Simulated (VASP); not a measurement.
# Ti (Fm-3m) in VASP: a series of runs

Ti is run at these levels: PBEsol, LDA; tasks: single point.

Everything below comes from runs of VASP 6.6.1. Logs are shortened: lines on timing, memory, paths and dates and some standing lists are left out, and cuts for length are marked.

**1. The cell of the first run**

It takes space group Fm-3m (No. 225, cubic). The conventional cell has a = 4.059 Å, b = 4.059 Å, c = 4.059 Å, α = 90.00°, β = 90.00°, γ = 90.00°. Ti (site symmetry m-3m) has 12 Ti at 2.87 Å within 3.8 Å.

**2. Single point, PBEsol**

Contents of INCAR:

```
SYSTEM = Ti
PREC = Accurate ; ENCUT = 520
EDIFF = 1E-6 ; ISMEAR = -1
SIGMA = 0.1 ; LREAL = .FALSE.
LASPH = .TRUE. ; NELM = 80
ALGO = Normal ; ISIF = 2
LWAVE = .FALSE. ; LCHARG = .TRUE.
GGA = PS ; LELF = .TRUE.
LVHAR = .TRUE. ; NBANDS = 12
```

Contents of KPOINTS:

```
regular mesh
0
G
  16 16 16
  0 0 0
```

Contents of POSCAR:

```
Ti
1.0
    0.0000000000      2.0296139257      2.0296139257
    2.0296139257      0.0000000000      2.0296139257
    2.0296139257      2.0296139257      0.0000000000
Ti
1
Direct
    0.0000000000      0.0000000000      0.0000000000
```

Potentials or basis: VASP PAW PBE potentials, release 64 (Ti_sv).

On the command line:

```bash
cat potpaw_PBE.64/Ti_sv/POTCAR > POTCAR
mpirun -np 1 vasp_std > vasp.out
```

OUTCAR:

```text
SYSTEM = Ti
   PREC = Accurate
   ENCUT = 520
   EDIFF = 1E-6
   ISMEAR = -1
   LREAL = .FALSE.
   LASPH = .TRUE.
   NELM = 80
   ISIF = 2
   GGA = PS

 ion  position               nearest neighbor table
   1  0.000  0.000  0.000-

  LATTYP: Found a face centered cubic cell.
 ALAT       =     4.0592278514

  Lattice vectors:

 A1 = (   0.0000000000,   2.0296139257,   2.0296139257)
 A2 = (   2.0296139257,   0.0000000000,   2.0296139257)
 A3 = (   2.0296139257,   2.0296139257,   0.0000000000)

Analysis of symmetry for initial positions (statically):
=====================================================================
 Subroutine PRICEL returns:
 Original cell was already a primitive cell.

 Routine SETGRP: Setting up the symmetry group for a
 face centered cubic supercell.

 Subroutine GETGRP returns: Found 48 space group operations
 (whereof 48 operations were pure point group operations)
 out of a pool of 48 trial point group operations.

The static configuration has the point symmetry O_h .

Analysis of symmetry for dynamics (positions and initial velocities):
=====================================================================
 Subroutine PRICEL returns:
 Original cell was already a primitive cell.

 Routine SETGRP: Setting up the symmetry group for a
 face centered cubic supercell.

 Subroutine GETGRP returns: Found 48 space group operations
 (whereof 48 operations were pure point group operations)
 out of a pool of 48 trial point group operations.

The dynamic configuration has the point symmetry O_h .

 Subroutine INISYM returns: Found 48 space group operations
 (whereof 48 operations are pure point group operations),
 and found     1 'primitive' translations

----------------------------------------------------------------------------------------

                                     Primitive cell

  volume of cell :      16.7213

  direct lattice vectors                    reciprocal lattice vectors
     0.000000000  2.029613926  2.029613926    -0.246352271  0.246352271  0.246352271
     2.029613926  0.000000000  2.029613926     0.246352271 -0.246352271  0.246352271
     2.029613926  2.029613926  0.000000000     0.246352271  0.246352271 -0.246352271

  length of vectors
     2.870307540  2.870307540  2.870307540     0.426694650  0.426694650  0.426694650

  position of ions in fractional coordinates (direct lattice)
     0.000000000  0.000000000  0.000000000

  ion indices of the primitive-cell ions
   primitive index   ion index
                 1           1

----------------------------------------------------------------------------------------

 KPOINTS: regular mesh

Automatic generation of k-mesh.
 Grid dimensions read from file:
 generate k-points for:   16   16   16

 Generating k-lattice:

  Cartesian coordinates                     Fractional coordinates (reciprocal lattice)
    -0.015397017  0.015397017  0.015397017     0.062500000  0.000000000  0.000000000
     0.015397017 -0.015397017  0.015397017     0.000000000  0.062500000  0.000000000
     0.015397017  0.015397017 -0.015397017     0.000000000  0.000000000  0.062500000

  Length of vectors
     0.026668416  0.026668416  0.026668416

  Shift w.r.t. Gamma in fractional coordinates (k-lattice)
     0.000000000  0.000000000  0.000000000

 Subroutine IBZKPT returns following result:
 ===========================================

 Found    145 irreducible k-points:

 Following reciprocal coordinates:
            Coordinates               Weight
  0.000000  0.000000  0.000000      1.000000
  0.062500  0.000000  0.000000      8.000000
  0.125000  0.000000  0.000000      8.000000
  0.187500  0.000000  0.000000      8.000000
  0.250000  0.000000  0.000000      8.000000
  0.312500  0.000000  0.000000      8.000000
[... 16 lines left out ...]
 -0.125000  0.062500  0.000000     24.000000
 -0.062500  0.062500  0.000000     12.000000
 [... further k-points ...]
   k-points           NKPTS =    145   k-points in BZ     NKDIM =    145   number of bands    NBANDS=     12
   number of dos      NEDOS =    301   number of ions     NIONS =      1
   total plane-waves  NPLWV =  13824
   dimension x,y,z NGX =    24 NGY =   24 NGZ =   24
   dimension x,y,z NGXF=    48 NGYF=   48 NGZF=   48
   ions per type =               1
   NGX,Y,Z   is equivalent  to a cutoff of  13.90, 13.90, 13.90 a.u.
   NGXF,Y,Z  is equivalent  to a cutoff of  27.80, 27.80, 27.80 a.u.
 SYSTEM =  Ti
   PREC   = accura    normal or accurate (medium, high low for compatibility)
   ISTART =      0    job   : 0-new  1-cont  2-samecut
   ICHARG =      2    charge: 1-file 2-atom 10-const
   ISPIN  =      1    spin polarized calculation?
   LNONCOLLINEAR =      F non collinear calculations
   LSORBIT =      F    spin-orbit coupling
   LASPH  =      T    aspherical Exc in radial PAW
   ENCUT  =  520.0 eV  38.22 Ry    6.18 a.u.   5.34  5.34  5.34*2*pi/ulx,y,z
   NELM   =     80;   NELMIN=  2; NELMDL= -5     # of ELM steps
   EDIFF  = 0.1E-05   stopping-criterion for ELM
   LREAL  =      F    real-space projection
   EDIFFG = 0.1E-04   stopping-criterion for IOM
   NSW    =      0    number of steps for IOM
   IBRION =     -1    ionic relax: 0-MD 1-quasi-New 2-CG
   NFREE  =      0    steps in history (QN), initial steepest desc. (CG)
   ISIF   =      2    stress and relaxation
   ISYM   =      2    0-nonsym 1-usesym 2-fastsym
   POTIM  = 0.5000    time-step for ionic-motion
   TEBEG  =    0.0;   TEEND  =   0.0 temperature during run
   PSTRESS=    0.0 pullay stress
   NELECT =      12.0000    total number of electrons
   NUPDOWN=      -1.0000    fix difference up-down
   EMIN   =  10.00;   EMAX   =-10.00  energy-range for DOS
   EFERMI =   0.00;   METHOD = LEGACY
   ISMEAR =    -1;   SIGMA  =   0.10  broadening in eV -4-tet -1-fermi 0-gaus
   EFERMI_NEDOS =   21; number of points for ismear=-14 and -15
   IALGO  =     38    algorithm
   IMIX   =      4    mixing-type and parameters
     AMIX     =   0.40;   BMIX     =  1.00
     AMIX_MAG =   1.60;   BMIX_MAG =  1.00
  volume/ion in A,a.u.               =      16.72       112.84
  Fermi-wavevector in a.u.,A,eV,Ry     =   1.465700  2.769772 29.229084  2.148277
  Thomas-Fermi vector in A             =   2.581526
   LORBIT       =      0    0 simple, 1 ext, 2 COOP (PROOUT), +10 PAW based schemes
   GGA     = PS    functional components
   LHFCALC =     F    Hartree Fock is set to
   AEXX    =    0.0000 exact exchange contribution
   IVDW    =     0    specifies the selected vdW correction
   LEPSILON=     F    determine dielectric tensor
   LRPA    =     F    only Hartree local field effects (RPA)
 non-spin polarized calculation
  energy-cutoff  :      520.00
  volume of cell :       16.72
 maximum number of plane-waves:       464
 NGX is ok and might be reduce to    24
   NGX = 11   NGY = 11   NGZ = 11

 number of electron      12.0000002 magnetization

 Free energy of the ion-electron system (eV)
  ---------------------------------------------------
  ext. energy  EPLUGINS =         0.00000000
  ---------------------------------------------------
  free energy    TOTEN  =        -8.31055806 eV

  energy without entropy =       -8.25585328  energy(sigma->0) =       -8.28320567

 E-fermi :   8.5034     XC(G=0): -11.8182

 val. band max:        8.4974395098   @ k =  -0.2500   0.2500   0.0625
 cond. band min:       8.5088557965   @ k =   0.5000   0.1250   0.0625
 fundamental gap:      0.0114162867
 Fermi energy:         8.5034389469

 k-point     1 :       0.0000    0.0000    0.0000
  band No.  band energies     occupation
      1     -47.9089      2.00000
      2     -23.8157      2.00000
      3     -23.8157      2.00000
      4     -23.8157      2.00000
      5       2.3142      2.00000
      6       9.4034      0.00025
      7       9.4034      0.00025
      8       9.4034      0.00025
      9      11.1144      0.00000
     10      11.1144      0.00000
     11      23.9797      0.00000
     12      28.5985      0.00000

 k-point     2 :       0.0625    0.0000    0.0000
  band No.  band energies     occupation
      1     -47.9035      2.00000
      2     -23.8460      2.00000
      3     -23.8194      2.00000
      4     -23.8194      2.00000
      5       2.4457      2.00000
      6       9.3206      0.00056
      7       9.4517      0.00015
      8       9.4517      0.00015
      9      11.0826      0.00000
     10      11.0826      0.00000
     11      24.0982      0.00000
     12      27.5939      0.00000

 k-point     3 :       0.1250    0.0000    0.0000
  band No.  band energies     occupation
      1     -47.8879      2.00000
      2     -23.9320      2.00000
      3     -23.8301      2.00000
      4     -23.8301      2.00000
      5       2.8279      2.00000
      6       9.1012      0.00506
      7       9.5715      0.00005
      8       9.5715      0.00005
      9      11.0183      0.00000
     10      11.0183      0.00000
     11      24.2802      0.00000
     12      25.9209      0.00000

 k-point     4 :       0.1875    0.0000    0.0000
  band No.  band energies     occupation
      1     -47.8645      2.00000
      2     -24.0592      2.00000
      3     -23.8460      2.00000
      4     -23.8460      2.00000
      5       3.4223      2.00000
      6       8.8196      0.08130
      7       9.6783      0.00002
      8       9.6783      0.00002
      9      11.0188      0.00000
     10      11.0188      0.00000
     11      23.5097      0.00000
     12      25.0614      0.00000

 k-point     5 :       0.2500    0.0000    0.0000
  band No.  band energies     occupation
      1     -47.8367      2.00000
      2     -24.2069      2.00000
      3     -23.8648      2.00000
      4     -23.8648      2.00000
      5       4.1541      2.00000
      6       8.5765      0.64999
      7       9.6683      0.00002
      8       9.6683      0.00002
      9      11.1947      0.00000
     10      11.1947      0.00000
     11      21.8452      0.00000
     12      24.7844      0.00000
[... 228 lines left out ...]
      1     -47.8238      2.00000
      2     -24.2573      2.00000
      3     -23.9017      2.00000
      4     -23.8629      2.00000
      5       4.5084      2.00000
      6       8.4639      1.19533
      7       9.5743      0.00004
      8       9.7158      0.00001
      9      11.0186      0.00000
     10      11.6133      0.00000
     11      21.3384      0.00000
     12      24.5381      0.00000

 k-point    22 :      -0.1875    0.0625    0.0000
  band No.  band energies     occupation
      1     -47.8516      2.00000
      2     -24.1134      2.00000
      3     -23.8803      2.00000
      4     -23.8442      2.00000
      5       3.7602      2.00000
      6       8.6650      0.33151
      7       9.6685      0.00002
      8       9.7742      0.00001
      9      10.7866      0.00000
     10      11.3188      0.00000
     11      23.0436      0.00000
     12      24.8575      0.00000

 k-point    23 :      -0.1250    0.0625    0.0000
  band No.  band energies     occupation
      1     -47.8764      2.00000
      2     -23.9830      2.00000
      3     -23.8580      2.00000
      4     -23.8293      2.00000
      5       3.1147      2.00000
      6       8.9368      0.02589
      7       9.6445      0.00002
      8       9.6693      0.00002
      9      10.8069      0.00000
     10      11.1695      0.00000
     11      24.2954      0.00000
     12      25.3026      0.00000

 k-point    24 :      -0.0625    0.0625    0.0000
  band No.  band energies     occupation
      1     -47.8946      2.00000
      2     -23.8887      2.00000
      3     -23.8366      2.00000
      4     -23.8206      2.00000
      5       2.6607      2.00000
      6       9.1819      0.00226
      7       9.5239      0.00007
      8       9.5397      0.00006
      9      10.9500      0.00000
     10      11.1249      0.00000
     11      24.2593      0.00000
     12      26.6823      0.00000

 [... further k-points ...]

------------------------ aborting loop because EDIFF is reached ----------------------------------------

  FORCE on cell =-STRESS in cart. coord.  units (eV):
  Direction    XX          YY          ZZ          XY          YZ          ZX
  --------------------------------------------------------------------------------------
  -------------------------------------------------------------------------------------
  Total       -0.0281621     -0.0281621     -0.0281621      0.0000000      0.0000000      0.0000000
  in kB       -2.6983909     -2.6983909     -2.6983909      0.0000000      0.0000000      0.0000000
  external PRESSURE =      -2.6983909 kB  Pullay stress =       0.0000000 kB

 VOLUME and BASIS-vectors are now :
 -----------------------------------------------------------------------------
  energy-cutoff  :      520.00
  volume of cell :       16.72
      direct lattice vectors                 reciprocal lattice vectors
     0.000000000  2.029613926  2.029613926    -0.246352271  0.246352271  0.246352271
     2.029613926  0.000000000  2.029613926     0.246352271 -0.246352271  0.246352271
     2.029613926  2.029613926  0.000000000     0.246352271  0.246352271 -0.246352271

 POSITION                                       TOTAL-FORCE (eV/Angst)
 -----------------------------------------------------------------------------------
      0.00000      0.00000      0.00000        -0.000000      0.000000     -0.000000
 -----------------------------------------------------------------------------------
    total drift:                                0.000000      0.000000      0.000000

  FREE ENERGIE OF THE ION-ELECTRON SYSTEM (eV)
  ---------------------------------------------------
  free  energy   TOTEN  =        -8.3105580568 eV

  energy  without entropy=       -8.2558532768  energy(sigma->0) =       -8.28320567
```

It took 34 s on 1 thread of Intel Xeon 8259CL, shared host; peak memory 0.15 GiB.

Results:

- Free energy: -8.3106 eV
- Pressure: -0.3 GPa
- Band gap on the k mesh: zero (band 6 reaches 9.40 eV, above the bottom of band 7 at 8.11 eV)

Caveat: the PAW data sets were made with another functional, which shifts forces and pressure a little.

**3. Single point, LDA**

Contents of INCAR:

```
SYSTEM = Ti
ALGO = Normal
EDIFF = 1E-6
ENCUT = 520
GGA = CA
ISIF = 2
ISMEAR = -1
LASPH = .True.
LCHARG = .False.
LREAL = .False.
LWAVE = .False.
NBANDS = 12
NELM = 100
PREC = Accurate
SIGMA = 0.1
```

Contents of KPOINTS:

```
k-points
0
Gamma
  16 16 16
  0 0 0
```

POSCAR is that of step 2.

Potentials or basis: VASP PAW LDA potentials, release 64 (Ti_sv).

On the command line:

```bash
cat potpaw_LDA.64/Ti_sv/POTCAR > POTCAR
mpirun -np 1 vasp_std > vasp.out
```

Run time: 26 s. Hardware: 1 thread of Intel Xeon 8259CL, shared host; peak memory 0.15 GiB.

The run converged. Its results:

```yaml
Free_energy: -8.5153 eV
Pressure: -4.7 GPa
Band_gap_on_the_k_mesh: zero (band 6 reaches 9.26 eV, above the bottom of band 7 at 8.01 eV)
```

Levels at points of the mesh, in eV from the Fermi level:
```
           k point  band 3  band 4  band 5  band 6  band 7  band 8  band 9  band 10
(0.00, 0.00, 0.00)  -32.14  -32.14   -6.11    0.87    0.87    0.87    2.56     2.56
(0.50, 0.00, 0.00)  -32.24  -32.24   -2.67    0.73    0.73    0.83    3.72     3.72
(0.50, 0.50, 0.00)  -32.41  -32.41   -2.72   -1.83    3.09    3.69    4.03     4.03
```
